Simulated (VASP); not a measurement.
# BiTe (Fm-3m) in VASP: a series of runs

The runs below take BiTe through electric field gradients, with PBE.

Program: VASP 6.6.1. These are calculated values, not measurements. Logs are shortened: lines on timing, memory, paths and dates and some standing lists are left out, and cuts for length are marked.

**1. The cell of the first run**

The structure is cubic, space group Fm-3m (No. 225). The conventional cell has a = 6.470 Å, b = 6.470 Å, c = 6.470 Å, α = 90.00°, β = 90.00°, γ = 90.00°. Within 4.3 Å of Bi (site symmetry m-3m) lie 6 Te at 3.23 Å. Te (site symmetry m-3m) has 6 Bi at 3.23 Å within 4.3 Å.

**2. Electric field gradients, PBE, non-collinear spin, zero start, spin-orbit coupling**

Contents of INCAR:

```
SYSTEM = BiTe
  PREC = Accurate
  ENCUT = 520
  EDIFF = 1E-8
  ISMEAR = -1
  SIGMA = 0.03
  LREAL = .False.
  LASPH = .True.
  NELM = 150
  ALGO = Normal
  ISIF = 2
  LWAVE = .False.
  LCHARG = .False.
  LNONCOLLINEAR = .True.
  MAGMOM = 0 0 0 0 0 0
  LORBIT = 11
  LSORBIT = .True.
  GGA_COMPAT = .False.
  LORBMOM = .True.
  GGA = PE
  LEFG = .True.
  NBANDS = 33
```

Contents of KPOINTS:

```
regular mesh
0
Gamma
  10 10 10
  0 0 0
```

Contents of POSCAR:

```
BiTe
1.0
    0.0000000000      3.2350000000      3.2350000000
    3.2350000000      0.0000000000      3.2350000000
    3.2350000000      3.2350000000      0.0000000000
Bi Te
1 1
Direct
    0.0000000000      0.0000000000      0.0000000000
    0.5000000000      0.5000000000      0.5000000000
```

Potentials or basis: VASP PAW PBE potentials, release 64 (Bi_d, Te).

On the command line:

```sh
> cat potpaw_PBE.64/Bi_d/POTCAR potpaw_PBE.64/Te/POTCAR > POTCAR
> mpirun -np 1 vasp_ncl > vasp.out
```

OUTCAR:

```text
SYSTEM = BiTe
   PREC = Accurate
   ENCUT = 520
   EDIFF = 1E-8
   ISMEAR = -1
   LREAL = .False.
   LASPH = .True.
   NELM = 150
   ISIF = 2
   LNONCOLLINEAR = .True.
   LORBIT = 11
   LSORBIT = .True.
   GGA = PE

 ion  position               nearest neighbor table
   1  0.000  0.000  0.000-   2 3.23   2 3.23   2 3.23   2 3.23   2 3.23   2 3.23
   2  0.500  0.500  0.500-   1 3.23   1 3.23   1 3.23   1 3.23   1 3.23   1 3.23

  LATTYP: Found a face centered cubic cell.
 ALAT       =     6.4700000000

  Lattice vectors:

 A1 = (   0.0000000000,   3.2350000000,   3.2350000000)
 A2 = (   3.2350000000,   0.0000000000,   3.2350000000)
 A3 = (   3.2350000000,   3.2350000000,   0.0000000000)

Analysis of symmetry for initial positions (statically):
=====================================================================
 Subroutine PRICEL returns:
 Original cell was already a primitive cell.

 Routine SETGRP: Setting up the symmetry group for a
 face centered cubic supercell.

 Subroutine GETGRP returns: Found 48 space group operations
 (whereof 48 operations were pure point group operations)
 out of a pool of 48 trial point group operations.

The static configuration has the point symmetry O_h .

Analysis of symmetry for dynamics (positions and initial velocities):
=====================================================================
 Subroutine PRICEL returns:
 Original cell was already a primitive cell.

 Routine SETGRP: Setting up the symmetry group for a
 face centered cubic supercell.

 Subroutine GETGRP returns: Found 48 space group operations
 (whereof 48 operations were pure point group operations)
 out of a pool of 48 trial point group operations.

The dynamic configuration has the point symmetry O_h .

Analysis of structural, dynamic, and magnetic symmetry:
=====================================================================
 Subroutine PRICEL returns:
 Original cell was already a primitive cell.

 Routine SETGRP: Setting up the symmetry group for a
 face centered cubic supercell.

 Subroutine GETGRP returns: Found 48 space group operations
 (whereof 48 operations were pure point group operations)
 out of a pool of 48 trial point group operations.

The overall configuration has the point symmetry O_h .

 Subroutine INISYM returns: Found 48 space group operations
 (whereof 48 operations are pure point group operations),
 and found     1 'primitive' translations

----------------------------------------------------------------------------------------

                                     Primitive cell

  volume of cell :      67.7100

  direct lattice vectors                    reciprocal lattice vectors
     0.000000000  3.235000000  3.235000000    -0.154559505  0.154559505  0.154559505
     3.235000000  0.000000000  3.235000000     0.154559505 -0.154559505  0.154559505
     3.235000000  3.235000000  0.000000000     0.154559505  0.154559505 -0.154559505

  length of vectors
     4.574980874  4.574980874  4.574980874     0.267704916  0.267704916  0.267704916

  position of ions in fractional coordinates (direct lattice)
     0.000000000  0.000000000  0.000000000
     0.500000000  0.500000000  0.500000000

  ion indices of the primitive-cell ions
   primitive index   ion index
                 1           1
                 2           2

----------------------------------------------------------------------------------------

 KPOINTS: regular mesh

Automatic generation of k-mesh.
 Grid dimensions read from file:
 generate k-points for:   10   10   10

 Generating k-lattice:

  Cartesian coordinates                     Fractional coordinates (reciprocal lattice)
[... 992 lines left out ...]
  external PRESSURE =      19.8956179 kB  Pullay stress =       0.0000000 kB

 VOLUME and BASIS-vectors are now :
 -----------------------------------------------------------------------------
  energy-cutoff  :      520.00
  volume of cell :       67.71
      direct lattice vectors                 reciprocal lattice vectors
     0.000000000  3.235000000  3.235000000    -0.154559505  0.154559505  0.154559505
     3.235000000  0.000000000  3.235000000     0.154559505 -0.154559505  0.154559505
     3.235000000  3.235000000  0.000000000     0.154559505  0.154559505 -0.154559505

 POSITION                                       TOTAL-FORCE (eV/Angst)
 -----------------------------------------------------------------------------------
      0.00000      0.00000      0.00000         0.000000     -0.000000      0.000000
      3.23500      3.23500      3.23500        -0.000000      0.000000     -0.000000
 -----------------------------------------------------------------------------------
    total drift:                               -0.000000      0.000000      0.000000

  FREE ENERGIE OF THE ION-ELECTRON SYSTEM (eV)
  ---------------------------------------------------
  free  energy   TOTEN  =        -8.1741590417 eV

  energy  without entropy=       -8.1686108684  energy(sigma->0) =       -8.17138496

 Electric field gradients (V/A^2)
---------------------------------------------------------------------
 ion       V_xx      V_yy      V_zz      V_xy      V_xz      V_yz
---------------------------------------------------------------------
   1       0.000     0.000    -0.000     0.000     0.000     0.000
   2      -0.000    -0.000     0.000    -0.000    -0.000    -0.000
---------------------------------------------------------------------

 Electric field gradients after diagonalization (V/A^2)
 (convention: |V_zz| > |V_xx| > |V_yy|)
----------------------------------------------------------------------
 ion       V_xx      V_yy      V_zz     asymmetry (V_yy - V_xx)/ V_zz
----------------------------------------------------------------------
   1      -0.000    -0.000     0.000       0.000
   2       0.000     0.000    -0.000       0.000
----------------------------------------------------------------------

           NMR quadrupolar parameters

 Cq : quadrupolar parameter    Cq=e*Q*V_zz/h
 eta: asymmetry parameters     (V_yy - V_xx)/ V_zz
 Q  : nuclear electric quadrupole moment in mb (millibarn)
----------------------------------------------------------------------
 ion       Cq(MHz)       eta       Q (mb)
----------------------------------------------------------------------
   1       0.000       0.000       1.000
   2      -0.000       0.000       1.000
----------------------------------------------------------------------

 orbital moment (x)

 # of ion     p       d       tot
 ----------------------------------------
  1         0.000   0.000   0.000
  2         0.000   0.000   0.000
 ----------------------------------------
            0.000   0.000   0.000

 orbital moment (y)

 # of ion     p       d       tot
 ----------------------------------------
  1         0.000  -0.000  -0.000
  2         0.000  -0.000  -0.000
 ----------------------------------------
            0.000  -0.000  -0.000

 orbital moment (z)

 # of ion     p       d       tot
 ----------------------------------------
  1        -0.000  -0.000  -0.000
  2         0.000   0.000   0.000
 ----------------------------------------
           -0.000  -0.000  -0.000

 Spin-Orbit-Coupling matrix elements

 Ion:    1  E_soc:     -1.8991814
 l=   1
     0.0000000    -0.2508587    -0.2508587
    -0.2508587     0.0000000    -0.2508587
    -0.2508587    -0.2508587     0.0000000
 l=   2
     0.0000000    -0.0131210     0.0000000    -0.0131210    -0.0525505
    -0.0131210     0.0000000    -0.0394129    -0.0131210    -0.0131376
     0.0000000    -0.0394129     0.0000000    -0.0394129     0.0000000
    -0.0131210    -0.0131210    -0.0394129     0.0000000    -0.0131376
    -0.0525505    -0.0131376     0.0000000    -0.0131376     0.0000000
 l=   3
     0.0000000     0.0000000     0.0000000     0.0000000     0.0000000     0.0000000     0.0000000
     0.0000000     0.0000000     0.0000000     0.0000000     0.0000000     0.0000000     0.0000000
     0.0000000     0.0000000     0.0000000     0.0000000     0.0000000     0.0000000     0.0000000
     0.0000000     0.0000000     0.0000000     0.0000000     0.0000000     0.0000000     0.0000000
     0.0000000     0.0000000     0.0000000     0.0000000     0.0000000     0.0000000     0.0000000
     0.0000000     0.0000000     0.0000000     0.0000000     0.0000000     0.0000000     0.0000000
     0.0000000     0.0000000     0.0000000     0.0000000     0.0000000     0.0000000     0.0000000

 Ion:    2  E_soc:     -0.2050571
 l=   1
     0.0000000    -0.0343403    -0.0343403
    -0.0343403     0.0000000    -0.0343403
    -0.0343403    -0.0343403     0.0000000
 l=   2
     0.0000000    -0.0000134     0.0000000    -0.0000134     0.0001775
    -0.0000134     0.0000000     0.0001331    -0.0000134     0.0000444
     0.0000000     0.0001331     0.0000000     0.0001331     0.0000000
    -0.0000134    -0.0000134     0.0001331     0.0000000     0.0000444
     0.0001775     0.0000444     0.0000000     0.0000444     0.0000000
 l=   3
     0.0000000     0.0000000     0.0000000     0.0000000     0.0000000     0.0000000     0.0000000
     0.0000000     0.0000000     0.0000000     0.0000000     0.0000000     0.0000000     0.0000000
     0.0000000     0.0000000     0.0000000     0.0000000     0.0000000     0.0000000     0.0000000
     0.0000000     0.0000000     0.0000000     0.0000000     0.0000000     0.0000000     0.0000000
     0.0000000     0.0000000     0.0000000     0.0000000     0.0000000     0.0000000     0.0000000
     0.0000000     0.0000000     0.0000000     0.0000000     0.0000000     0.0000000     0.0000000
     0.0000000     0.0000000     0.0000000     0.0000000     0.0000000     0.0000000     0.0000000

 total charge

# of ion       s       p       d       tot
------------------------------------------
    1        1.569   1.207   9.928  12.704
    2        1.408   1.902   0.031   3.342
--------------------------------------------------
tot          2.978   3.109   9.959  16.045

 magnetization (x)

# of ion       s       p       d       tot
------------------------------------------
    1        0.000  -0.000   0.000   0.000
    2        0.000   0.000  -0.000   0.000
--------------------------------------------------
tot          0.000   0.000   0.000   0.000

 magnetization (y)

# of ion       s       p       d       tot
------------------------------------------
    1        0.000  -0.000   0.000  -0.000
    2       -0.000   0.000  -0.000  -0.000
--------------------------------------------------
tot         -0.000   0.000  -0.000  -0.000

 magnetization (z)

# of ion       s       p       d       tot
------------------------------------------
    1        0.000   0.000   0.000   0.000
    2        0.000  -0.000  -0.000   0.000
--------------------------------------------------
tot          0.000  -0.000   0.000   0.000
```

Run time: 5.2 min. Hardware: 1 thread of Intel Xeon Platinum 8259CL at 2.50GHz (Skylake/Cascade Lake), shared host; peak memory 0.47 GiB.

Results:

- Free energy: -8.1742 eV
- Pressure: 2.0 GPa
- Net moment: 0.00 μB per cell
- Largest electric field gradient by atom: zero within the noise of the run
- Valence electrons inside the program's atomic spheres: Bi 12.70; Te 3.34

Moments on the atoms (μB; x, y, z):
```
Bi  0.00 0.00 0.00
Te  0.00 0.00 0.00
```

**3. Electric field gradients, PBE (35.89 Å³/atom)**

This run uses another cell than the first one, of 35.89 Å³/atom.

Contents of INCAR:

```
PREC = Accurate
ENCUT = 400
EDIFF = 1E-8
ISMEAR = -1
SIGMA = 0.03
LREAL = False
LASPH = True
NELM = 120
ALGO = Normal
ISIF = 2
LWAVE = False
LCHARG = False
GGA = PE
LEFG = True
NBANDS = 18
GGA_COMPAT = False
```

Contents of KPOINTS:

```
regular mesh
0
Gamma
  10 10 10
```

Contents of POSCAR:

```
BiTe
1.0
    0.0000000000      3.2984474805      3.2984474805
    3.2984474805      0.0000000000      3.2984474805
    3.2984474805      3.2984474805      0.0000000000
Bi Te
1 1
Direct
    0.0000000000      0.0000000000      0.0000000000
    0.5000000000      0.5000000000      0.5000000000
```

Potentials or basis: VASP PAW PBE potentials, release 64 (Bi_d, Te).

On the command line:

```sh
> cat potpaw_PBE.64/Bi_d/POTCAR potpaw_PBE.64/Te/POTCAR > POTCAR
> mpirun -np 1 vasp_std > vasp.out
```

OUTCAR:

```text
PREC = Accurate
   ENCUT = 400
   EDIFF = 1E-8
   ISMEAR = -1
   LREAL = False
   LASPH = True
   NELM = 120
   ISIF = 2
   GGA = PE

 ion  position               nearest neighbor table
   1  0.000  0.000  0.000-   2 3.30   2 3.30   2 3.30   2 3.30   2 3.30   2 3.30
   2  0.500  0.500  0.500-   1 3.30   1 3.30   1 3.30   1 3.30   1 3.30   1 3.30

  LATTYP: Found a face centered cubic cell.
 ALAT       =     6.5968949610

  Lattice vectors:

 A1 = (   0.0000000000,   3.2984474805,   3.2984474805)
 A2 = (   3.2984474805,   0.0000000000,   3.2984474805)
 A3 = (   3.2984474805,   3.2984474805,   0.0000000000)

Analysis of symmetry for initial positions (statically):
[... 713 lines left out ...]
  free  energy   TOTEN  =        -7.1588393846 eV

  energy  without entropy=       -7.1544452399  energy(sigma->0) =       -7.15664231

 Electric field gradients (V/A^2)
---------------------------------------------------------------------
 ion       V_xx      V_yy      V_zz      V_xy      V_xz      V_yz
---------------------------------------------------------------------
   1      -0.000    -0.000    -0.000    -0.001    -0.001    -0.001
   2       0.000    -0.000    -0.000     0.000     0.000     0.000
---------------------------------------------------------------------

 Electric field gradients after diagonalization (V/A^2)
 (convention: |V_zz| > |V_xx| > |V_yy|)
----------------------------------------------------------------------
 ion       V_xx      V_yy      V_zz     asymmetry (V_yy - V_xx)/ V_zz
----------------------------------------------------------------------
   1       0.001     0.001    -0.003       0.000
   2      -0.000    -0.000     0.000       0.000
----------------------------------------------------------------------

           NMR quadrupolar parameters

 Cq : quadrupolar parameter    Cq=e*Q*V_zz/h
 eta: asymmetry parameters     (V_yy - V_xx)/ V_zz
 Q  : nuclear electric quadrupole moment in mb (millibarn)
----------------------------------------------------------------------
 ion       Cq(MHz)       eta       Q (mb)
----------------------------------------------------------------------
   1      -0.000       0.000       1.000
   2       0.000       0.000       1.000
----------------------------------------------------------------------
```

stdout:

```text
POSCAR found type information on POSCAR BiTe
 POSCAR found :  2 types and       2 ions
 scaLAPACK will be used
 LDA part: xc-table for (Slater+PW92), standard interpolation
 POSCAR, INCAR and KPOINTS ok, starting setup
 FFT: planning ... GRIDC
 FFT: planning ... GRID_SOFT
 FFT: planning ... GRID
 WAVECAR not read
 entering main loop
ion   1

ion   2
```

It took 37 s on 1 thread of AMD EPYC 7R43 (Zen 3), shared host; peak memory 0.16 GiB.

Results:

```
Free energy                             : -7.1588 eV
Pressure                                : -1.9 GPa
Band gap on the k mesh                  : zero (an odd number of electrons rules out a gap without spin polarisation)
Largest electric field gradient by atom : zero within the noise of the run
```

Caveat: spin-orbit coupling is left out, which moves the levels of the heavy elements.
